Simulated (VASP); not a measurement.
Crystal: SnO2.

```
Sn O
1.0
     4.77877    0.00000    0.00000
     0.00000    4.77877    0.00000
     0.00000    0.00000    3.15399
Sn O
2 4
Direct
  0.00000 0.00000 0.00000
  0.50000 0.50000 0.50000
  0.30500 0.30500 0.00000
  0.19500 0.80500 0.50000
  0.80500 0.19500 0.50000
  0.69500 0.69500 0.00000
```

* Program: VASP 6.6.1
* Task: relaxation of cell and atoms
* Functional: PBE
* Potentials or basis: VASP PAW PBE potentials, release 64 (Sn_d, O)
* Cutoff: 600 eV
* k mesh: 6 × 6 × 8
* Occupations: fermi-dirac, width 0.02 eV
* Spin: no spin polarisation

At the start: pressure 10.3 GPa; volume 12.00 Å³/atom.

**Question.** Where does the relaxation end?

**Answer.** Over 11 steps the energy falls by 21.1 meV/atom and the volume is 12.61 Å³/atom (+5.0 %); space group P4_2/mnm (No. 136, to 0.1 Å) before and after.

The path:
| step | energy change (eV) | largest force (eV/Å) | pressure (GPa) | volume (Å³) |
| --- | --- | --- | --- | --- |
| 1 | 0.0000 | 0.0143 | 10.32 | 72.03 |
| 2 | 0.0391 | 0.3658 | -9.67 | 80.38 |
| 3 | -0.1211 | 0.2045 | -0.23 | 75.72 |
| 4 | -0.1211 | 0.2010 | -0.05 | 75.64 |
| 5 | -0.1262 | 0.0395 | 0.00 | 75.66 |
| 6 | -0.1265 | 0.0134 | 0.03 | 75.67 |
| 7 | -0.1265 | 0.0089 | 0.03 | 75.67 |
| 8 | -0.1266 | 0.0017 | -0.08 | 75.69 |
| 9 | -0.1266 | 0.0034 | -0.10 | 75.69 |
| 10 | -0.1267 | 0.0004 | 0.06 | 75.62 |
| 11 | -0.1267 | 0.0014 | 0.00 | 75.64 |

Final structure:
```
Sn O
1.0
     4.83010    0.00000    0.00000
     0.00000    4.83010    0.00000
     0.00000    0.00000    3.24233
Sn O
2 4
Direct
  0.00000 0.00000 0.00000
  0.50000 0.50000 0.50000
  0.30652 0.30652 0.00000
  0.19348 0.80652 0.50000
  0.80652 0.19348 0.50000
  0.69348 0.69348 0.00000
```
